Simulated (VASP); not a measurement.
Here is a VASP 6.6.1 calculation.

File INCAR:

```
PREC     = Accurate       # precision mode
ENCUT    = 520            # plane-wave cutoff, eV
EDIFF    = 1E-6           # SCF threshold, eV
ISMEAR   = 0              # smearing method
SIGMA    = 0.01           # smearing width, eV
LREAL    = F              # projectors in reciprocal space
LASPH    = T              # aspherical terms in the spheres
NELM     = 60             # most SCF steps
ALGO     = Normal         # electronic algorithm
ISIF     = 2              # what is computed and relaxed
LWAVE    = F              # write WAVECAR
LCHARG   = T              # write CHGCAR
GGA      = PS             # functional
LELF     = T              # ELF
LVHAR    = T            
NBANDS   = 35             # bands
```

Contents of KPOINTS:

```
regular mesh
0
Gamma
  6 6 6
```

File POSCAR:

```
SnO2
1.0
   -2.0000690000      2.0000690000      5.1236790000
    2.0000690000     -2.0000690000      5.1236790000
    2.0000690000      2.0000690000     -5.1236790000
Sn O
2 4
Direct
    0.7500000000      0.2500000000      0.5000000000
    0.0000000000      0.0000000000      0.0000000000
    0.7965230000      0.7965230000      0.0000000000
    0.9534770000      0.4534770000      0.5000000000
    0.2034770000      0.2034770000      0.0000000000
    0.5465230000      0.0465230000      0.5000000000
```

Potentials or basis: VASP PAW PBE potentials, release 64 (Sn_d, O).

Run with:

```sh
$ cat potpaw_PBE.64/Sn_d/POTCAR potpaw_PBE.64/O/POTCAR > POTCAR
$ mpirun -np 1 vasp_std > vasp.out
```

Question: Estimate the band gap on the k mesh.

Answer: 1.57 eV, indirect (least direct gap 1.94 eV).

Question: Estimate the pressure.

Answer: 1.3 GPa.

Stress tensor (GPa, compression positive):
```
1.55 0.00 0.00
0.00 1.55 0.00
0.00 0.00 0.66
```

Caveat: the PAW data sets were made with another functional, which shifts forces and pressure a little; spin-orbit coupling is left out, which moves the levels of the heavy elements. A k mesh can miss the band edges.
